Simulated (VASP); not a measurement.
## TaN: single point with PBE

The system is TaN, a wire with vacuum.

```
Ta N
1.0
    11.10000    0.00000    0.00000
     0.00000    9.30000    0.00000
     0.00000    0.00000    3.97554
Ta N
2 2
Cartesian
  4.5064 4.6500 0.0000
  6.5936 4.6500 1.9878
  4.5064 4.6500 1.9878
  6.5936 4.6500 0.0000
```

```
Program             : VASP 6.6.1
Task                : single point
Functional          : PBE
Potentials or basis : VASP PAW PBE potentials, release 64 (Ta_pv, N)
Cutoff              : 520 eV
k mesh              : 1 × 1 × 16
Occupations         : gaussian, width 0.05 eV
Spin                : collinear spin, ferromagnetic start
Starting moments    : [1.5, 1.5, 0.5, 0.5] μB
```

- Largest force: 2.942 eV/Å
- Net moment: 2.41 μB per cell
- Site moments: Ta +0.74; N -0.04 μB
- Valence electrons inside the program's atomic spheres: Ta 8.87; N 3.74

Forces in eV/Å, atoms in the order of the input:
```
Ta   2.942  0.000  0.000
Ta  -2.942  0.000  0.000
N   -0.431  0.000  0.000
N    0.431  0.000  0.000
```

Levels at points of the mesh, in eV from the Fermi level:
Spin up:
| k point | band 14 | band 15 | band 16 | band 17 | band 18 | band 19 | band 20 | band 21 |
| --- | --- | --- | --- | --- | --- | --- | --- | --- |
| (0.00, 0.00, 0.00) | -1.93 | -1.64 | -0.48 | -0.42 | -0.26 | -0.24 | 0.45 | 1.15 |
| (0.00, 0.00, 0.50) | -4.65 | -0.66 | -0.66 | 0.50 | 0.50 | 1.34 | 1.34 | 3.90 |
Spin down:
| k point | band 12 | band 13 | band 14 | band 15 | band 16 | band 17 |
| --- | --- | --- | --- | --- | --- | --- |
| (0.00, 0.00, 0.00) | -3.28 | -2.77 | -1.89 | -0.39 | -0.25 | 0.26 |
| (0.00, 0.00, 0.50) | -4.86 | -4.43 | -4.43 | 0.84 | 0.84 | 1.41 |

It took 6.8 min on 1 thread of AMD EPYC 7R43 64-Core Processor (Zen 3), on a shared host, peak memory 0.59 GiB.

Caveat: spin-orbit coupling is left out, which moves the levels of the heavy elements.
